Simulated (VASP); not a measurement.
# Ga: relaxation of cell and atoms with r2SCAN

Ga:

```
Ga
1.0
     0.00000    2.05818    2.05818
     2.05818    0.00000    2.05818
     2.05818    2.05818    0.00000
Ga
1
Direct
  0.00000 0.00000 0.00000
```

- Program: VASP 6.6.1
- Task: relaxation of cell and atoms
- Functional: r2SCAN
- Potentials or basis: VASP PAW PBE potentials, release 64 (Ga_d)
- Cutoff: 600 eV
- k mesh: 24 × 24 × 24
- Occupations: gaussian, width 0.1 eV
- Spin: no spin polarisation
- Dipole correction: no
- Further INCAR settings: ALGO = Normal; EDIFF = 1e-06; IBRION = 2; EDIFFG = -0.01; NSW = 100; ISIF = 3

```json
{"Relaxed volume": "17.81 Å³/atom", "Relaxed cell": "a = 2.931 Å, b = 2.931 Å, c = 2.931 Å, α = 60.00°, β = 60.00°, γ = 60.00°", "Space group after relaxing (to 0.05 Å)": "Fm-3m (No. 225)", "Energy gained by relaxing": "1.2 meV/atom", "Ionic steps": "4", "Pressure after relaxing": "0.0 GPa"}
```

The path:
| step | energy change (eV) | largest force (eV/Å) | pressure (GPa) | volume (Å³) |
| --- | --- | --- | --- | --- |
| 1 | 0.0000 | 0.0000 | 1.24 | 17.44 |
| 2 | -0.0012 | 0.0000 | 0.09 | 17.78 |
| 3 | -0.0012 | 0.0000 | -0.11 | 17.84 |
| 4 | -0.0012 | 0.0000 | -0.04 | 17.81 |

Final structure:
```
CELL_PARAMETERS angstrom
0.00000 2.07264 2.07264
2.07264 0.00000 2.07264
2.07264 2.07264 0.00000
ATOMIC_POSITIONS crystal
Ga 0.00000 0.00000 0.00000
```

Levels at points of the mesh, in eV from the Fermi level:
```tsv
k point	band 2	band 3	band 4	band 5	band 6	band 7	band 8	band 9	band 10
(0.00, 0.00, 0.00)	-15.58	-15.58	-15.43	-15.43	-12.19	13.59	13.59	13.59	16.89
(0.50, 0.00, 0.00)	-15.57	-15.57	-15.31	-15.31	-5.28	-4.60	10.90	10.90	15.58
(0.50, 0.50, 0.00)	-15.72	-15.32	-15.28	-15.28	-3.09	-2.25	5.31	5.31	8.79
```

It took 9.4 min on 1 thread of Intel(R) Xeon(R) Platinum 8488C (Sapphire Rapids), on a shared host, peak memory 0.23 GiB.

Caveat: the PAW data sets were made with another functional, which shifts forces and pressure a little.
